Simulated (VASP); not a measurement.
Here is a VASP 6.6.1 calculation.

Contents of INCAR:

```
SYSTEM = Cd2HgO3
PREC = Accurate
ENCUT = 520
EDIFF = 1E-6
ISMEAR = 0
SIGMA = 0.1
LREAL = .False.
LASPH = .True.
NELM = 60
ALGO = Normal
ISIF = 2
LWAVE = .False.
LCHARG = .True.
GGA = PE
LELF = .True.
LVHAR = .True.
NBANDS = 36
```

File KPOINTS:

```
regular mesh
0
Gamma
  16 16 16
  0 0 0
```

The input POSCAR:

```
Cd2HgO3
1.0
   -1.6980820789      1.6980820789      7.2950452911
    1.6980820789     -1.6980820789      7.2950452911
    1.6980820789      1.6980820789     -7.2950452911
Cd Hg O
2 1 3
Direct
    0.8326008916      0.8326008916      0.0000000000
    0.1673991084      0.1673991084      0.0000000000
    0.5000000000      0.5000000000      0.0000000000
    0.0000000000      0.0000000000      0.0000000000
    0.6701033803      0.6701033803      0.0000000000
    0.3298966197      0.3298966197      0.0000000000
```

Potentials or basis: VASP PAW PBE potentials, release 64 (Cd, Hg, O).

Run with:

```sh
$ cat potpaw_PBE.64/Cd/POTCAR potpaw_PBE.64/Hg/POTCAR potpaw_PBE.64/O/POTCAR > POTCAR
$ mpirun -np 1 vasp_std > vasp.out
```

What does it give for the band gap on the k mesh?

Zero (bands 27 and 28 overlap by 1.59 eV).

Predict the pressure.

1.1 GPa.

Estimate the largest force.

0.016 eV/Å.

Forces on the atoms (eV/Å):
```
Cd   0.000  0.000  0.016
Cd   0.000  0.000 -0.016
Hg   0.000  0.000  0.000
O    0.000  0.000  0.000
O    0.000  0.000 -0.008
O    0.000  0.000  0.008
```

Caveat: spin-orbit coupling is left out, which moves the levels of the heavy elements.
